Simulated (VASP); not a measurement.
# NiO2 (P-3m1) in VASP: notebook

NiO2 is run at these levels: PBEsol; tasks: single point.

All numbers are computed with VASP 6.6.1; they aren't measurements. Logs are shortened: lines on timing, memory, paths and dates and some standing lists are left out, and cuts for length are marked.

## Step 1: The cell of the first run

Symmetry: P-3m1, No. 164, trigonal system. Conventional cell: a = 2.697 Å, b = 2.697 Å, c = 5.199 Å, α = 90.00°, β = 90.00°, γ = 120.00°. Ni (site symmetry -3m) has 6 O at 1.85 Å within 2.5 Å. O (site symmetry 3m) has 3 Ni at 1.85 Å within 2.5 Å.

## Step 2: Single point, PBEsol

INCAR reads:

```
SYSTEM = NiO2
PREC = Accurate
ENCUT = 520
EDIFF = 1E-6
ISMEAR = 0
SIGMA = 0.05
LREAL = .FALSE.
LASPH = .TRUE.
NELM = 80
ALGO = Normal
ISIF = 2
LWAVE = .FALSE.
LCHARG = .FALSE.
GGA = PS
NBANDS = 18
```

KPOINTS reads:

```
Automatic mesh
0
G
  12 12 6
  0 0 0
```

POSCAR reads:

```
NiO2
1.0
    2.6974517026      0.0000000000      0.0000000000
   -1.3487258513      2.3360616999      0.0000000000
    0.0000000000      0.0000000000      5.1989816428
Ni O
1 2
Direct
    0.0000000000      0.0000000000      0.5000000000
    0.6666666667      0.3333333333      0.6912080179
    0.3333333333      0.6666666667      0.3087919821
```

Potentials or basis: VASP PAW PBE potentials, release 64 (Ni, O).

Started as:

```console
$ cat potpaw_PBE.64/Ni/POTCAR potpaw_PBE.64/O/POTCAR > POTCAR
$ mpirun -np 1 vasp_std > vasp.out
```

OUTCAR:

```text
SYSTEM = NiO2
   PREC = Accurate
   ENCUT = 520
   EDIFF = 1E-6
   ISMEAR = 0
   LREAL = .FALSE.
   LASPH = .TRUE.
   NELM = 80
   ISIF = 2
   GGA = PS

 ion  position               nearest neighbor table
   1  0.000  0.000  0.500-   2 1.85   3 1.85   3 1.85   2 1.85   2 1.85   3 1.85
   2  0.667  0.333  0.691-   1 1.85   1 1.85   1 1.85
   3  0.333  0.667  0.309-   1 1.85   1 1.85   1 1.85

  LATTYP: Found a hexagonal cell.
 ALAT       =     2.6974517026
 C/A-ratio  =     1.9273678331

  Lattice vectors:

 A1 = (   2.6974517026,   0.0000000000,   0.0000000000)
 A2 = (  -1.3487258513,   2.3360616999,   0.0000000000)
 A3 = (   0.0000000000,   0.0000000000,   5.1989816428)

Analysis of symmetry for initial positions (statically):
=====================================================================
 Subroutine PRICEL returns:
 Original cell was already a primitive cell.

 Routine SETGRP: Setting up the symmetry group for a
 hexagonal supercell.

 Subroutine GETGRP returns: Found 12 space group operations
 (whereof 12 operations were pure point group operations)
 out of a pool of 24 trial point group operations.

The static configuration has the point symmetry D_3d.

Analysis of symmetry for dynamics (positions and initial velocities):
=====================================================================
 Subroutine PRICEL returns:
 Original cell was already a primitive cell.

 Routine SETGRP: Setting up the symmetry group for a
 hexagonal supercell.

 Subroutine GETGRP returns: Found 12 space group operations
 (whereof 12 operations were pure point group operations)
 out of a pool of 24 trial point group operations.

The dynamic configuration has the point symmetry D_3d.

 Subroutine INISYM returns: Found 12 space group operations
 (whereof 12 operations are pure point group operations),
 and found     1 'primitive' translations

----------------------------------------------------------------------------------------

                                     Primitive cell

  volume of cell :      32.7609

  direct lattice vectors                    reciprocal lattice vectors
     2.697451703  0.000000000  0.000000000     0.370720261  0.214035443  0.000000000
    -1.348725851  2.336061700  0.000000000     0.000000000  0.428070885  0.000000000
[... 77 lines left out ...]
 SYSTEM =  NiO2
   PREC   = accura    normal or accurate (medium, high low for compatibility)
   ISTART =      0    job   : 0-new  1-cont  2-samecut
   ICHARG =      2    charge: 1-file 2-atom 10-const
   ISPIN  =      1    spin polarized calculation?
   LNONCOLLINEAR =      F non collinear calculations
   LSORBIT =      F    spin-orbit coupling
   LASPH  =      T    aspherical Exc in radial PAW
   ENCUT  =  520.0 eV  38.22 Ry    6.18 a.u.   5.02  5.02  9.67*2*pi/ulx,y,z
   NELM   =     80;   NELMIN=  2; NELMDL= -5     # of ELM steps
   EDIFF  = 0.1E-05   stopping-criterion for ELM
   LREAL  =      F    real-space projection
   EDIFFG = 0.1E-04   stopping-criterion for IOM
   NSW    =      0    number of steps for IOM
   IBRION =     -1    ionic relax: 0-MD 1-quasi-New 2-CG
   NFREE  =      0    steps in history (QN), initial steepest desc. (CG)
   ISIF   =      2    stress and relaxation
   ISYM   =      2    0-nonsym 1-usesym 2-fastsym
   POTIM  = 0.5000    time-step for ionic-motion
   TEBEG  =    0.0;   TEEND  =   0.0 temperature during run
   PSTRESS=    0.0 pullay stress
   NELECT =      22.0000    total number of electrons
   NUPDOWN=      -1.0000    fix difference up-down
   EMIN   =  10.00;   EMAX   =-10.00  energy-range for DOS
   EFERMI =   0.00;   METHOD = LEGACY
   ISMEAR =     0;   SIGMA  =   0.05  broadening in eV -4-tet -1-fermi 0-gaus
   EFERMI_NEDOS =   21; number of points for ismear=-14 and -15
   IALGO  =     38    algorithm
   IMIX   =      4    mixing-type and parameters
     AMIX     =   0.40;   BMIX     =  1.00
     AMIX_MAG =   1.60;   BMIX_MAG =  1.00
  volume/ion in A,a.u.               =      10.92        73.69
  Fermi-wavevector in a.u.,A,eV,Ry     =   1.433608  2.709126 27.963113  2.055231
  Thomas-Fermi vector in A             =   2.553107
   LORBIT       =      0    0 simple, 1 ext, 2 COOP (PROOUT), +10 PAW based schemes
   GGA     = PS    functional components
   LHFCALC =     F    Hartree Fock is set to
   AEXX    =    0.0000 exact exchange contribution
   IVDW    =     0    specifies the selected vdW correction
   LEPSILON=     F    determine dielectric tensor
   LRPA    =     F    only Hartree local field effects (RPA)
 non-spin polarized calculation
 Gauss-broadening in eV      SIGMA  =   0.05
  energy-cutoff  :      520.00
  volume of cell :       32.76
 maximum number of plane-waves:       912
   NGX =  9   NGY =  9   NGZ = 19

 number of electron      21.9999986 magnetization

 Free energy of the ion-electron system (eV)
  ---------------------------------------------------
  ext. energy  EPLUGINS =         0.00000000
  ---------------------------------------------------
  free energy    TOTEN  =       -18.66810152 eV

  energy without entropy =      -18.66810152  energy(sigma->0) =      -18.66810152

 E-fermi :   2.1626     XC(G=0): -10.5060

 val. band max:        1.9603097884   @ k =   0.0833   0.0833   0.5000
 cond. band min:       3.1719736375   @ k =   0.2500   0.0000   0.3333
 fundamental gap:      1.2116638491
 Fermi energy:         2.1626234655

 k-point     1 :       0.0000    0.0000    0.0000
  band No.  band energies     occupation
      1     -17.7583      2.00000
      2     -15.4586      2.00000
      3      -3.9997      2.00000
      4      -3.4326      2.00000
      5      -3.4326      2.00000
      6      -0.1767      2.00000
[... 481 lines left out ...]
      5      -3.2238      2.00000
      6      -1.2678      2.00000
[... 10 lines left out ...]
     17      20.5178      0.00000
     18      22.0125      0.00000

 [... further k-points ...]
[... 5 lines left out ...]
  --------------------------------------------------------------------------------------
  -------------------------------------------------------------------------------------
  Total        2.1994091      2.1994091     -0.6721505      0.0000000     -0.0000000      0.0000000
  in kB      107.5623619    107.5623619    -32.8716008      0.0000000     -0.0000000      0.0000000
  external PRESSURE =      60.7510410 kB  Pullay stress =       0.0000000 kB

 VOLUME and BASIS-vectors are now :
 -----------------------------------------------------------------------------
  energy-cutoff  :      520.00
  volume of cell :       32.76
      direct lattice vectors                 reciprocal lattice vectors
     2.697451703  0.000000000  0.000000000     0.370720261  0.214035443  0.000000000
    -1.348725851  2.336061700  0.000000000     0.000000000  0.428070885  0.000000000
     0.000000000  0.000000000  5.198981643     0.000000000  0.000000000  0.192345361

 POSITION                                       TOTAL-FORCE (eV/Angst)
 -----------------------------------------------------------------------------------
      0.00000      0.00000      2.59949        -0.000000      0.000000     -0.000000
      1.34873      0.77869      3.59358         0.000000     -0.000000     -0.305556
     -0.00000      1.55737      1.60540        -0.000000      0.000000      0.305556
 -----------------------------------------------------------------------------------
    total drift:                               -0.000000     -0.000000     -0.000000

  FREE ENERGIE OF THE ION-ELECTRON SYSTEM (eV)
  ---------------------------------------------------
  free  energy   TOTEN  =       -18.6681015166 eV

  energy  without entropy=      -18.6681015165  energy(sigma->0) =      -18.66810152
```

OSZICAR:

```text
N       E                     dE             d eps       ncg     rms          rms(c)
DAV:   1     0.167613961550E+03    0.16761E+03   -0.11813E+04  3616   0.146E+03
DAV:   2    -0.114848182062E+02   -0.17910E+03   -0.16660E+03  3962   0.324E+02
DAV:   3    -0.260078491682E+02   -0.14523E+02   -0.14373E+02  4340   0.106E+02
DAV:   4    -0.261825910472E+02   -0.17474E+00   -0.17459E+00  4336   0.120E+01
DAV:   5    -0.261849819079E+02   -0.23909E-02   -0.23906E-02  4284   0.138E+00    0.288E+01
DAV:   6    -0.315856700025E+02   -0.54007E+01   -0.47726E+01  4582   0.173E+02    0.457E+01
DAV:   7    -0.187545046454E+02    0.12831E+02   -0.19103E+01  4304   0.111E+02    0.600E+00
DAV:   8    -0.186876408249E+02    0.66864E-01   -0.23116E+00  5298   0.235E+01    0.342E+00
DAV:   9    -0.186803514784E+02    0.72893E-02   -0.20969E-01  4932   0.120E+01    0.897E-01
DAV:  10    -0.186698280410E+02    0.10523E-01   -0.41954E-02  4136   0.638E+00    0.576E-01
DAV:  11    -0.186681522437E+02    0.16758E-02   -0.51982E-03  5634   0.123E+00    0.102E-01
DAV:  12    -0.186681642604E+02   -0.12017E-04   -0.63991E-04  3892   0.221E-01    0.818E-02
DAV:  13    -0.186681014095E+02    0.62851E-04   -0.25035E-04  4024   0.473E-01    0.183E-02
DAV:  14    -0.186681014198E+02   -0.10312E-07   -0.22738E-05  3916   0.760E-02    0.508E-03
DAV:  15    -0.186681015166E+02   -0.96795E-07   -0.68012E-07  3408   0.179E-02
   1 F= -.18668102E+02 E0= -.18668102E+02  d E =-.193660E-10
```

stdout:

```text
POSCAR found type information on POSCAR NiO
 POSCAR found :  2 types and       3 ions
 scaLAPACK will be used
 -----------------------------------------------------------------------------
|                                                                             |
|                                                                             |
|     You enforced a specific xc type in the INCAR file but a different       |
|     I HOPE YOU KNOW WHAT YOU ARE DOING!                                     |
|                                                                             |
 -----------------------------------------------------------------------------

 LDA part: xc-table for (Slater+PW92), standard interpolation
 POSCAR, INCAR and KPOINTS ok, starting setup
 FFT: planning ... GRIDC
 FFT: planning ... GRID_SOFT
 FFT: planning ... GRID
 WAVECAR not read
 entering main loop
```

It took 21 s on 1 thread of Intel Xeon 6975P-C (Granite Rapids), shared host; peak memory 0.18 GiB.

Results:

* Free energy: -18.6681 eV
* Pressure: 6.1 GPa
* Largest force: 0.306 eV/Å
* Band gap on the k mesh: 1.21 eV, indirect (least direct gap 1.37 eV)

Forces in eV/Å, atoms in the order of the input:
```
Ni   0.000  0.000  0.000
O    0.000  0.000 -0.306
O    0.000  0.000  0.306
```

Stress tensor (GPa, compression positive):
```
10.76  0.00  0.00
 0.00 10.76  0.00
 0.00  0.00 -3.29
```

Caveat: the PAW data sets were made with another functional, which shifts forces and pressure a little. Spin polarisation is off, so any magnetic state and its effect on volume and gap are missing.

[end of part 1 of 2]
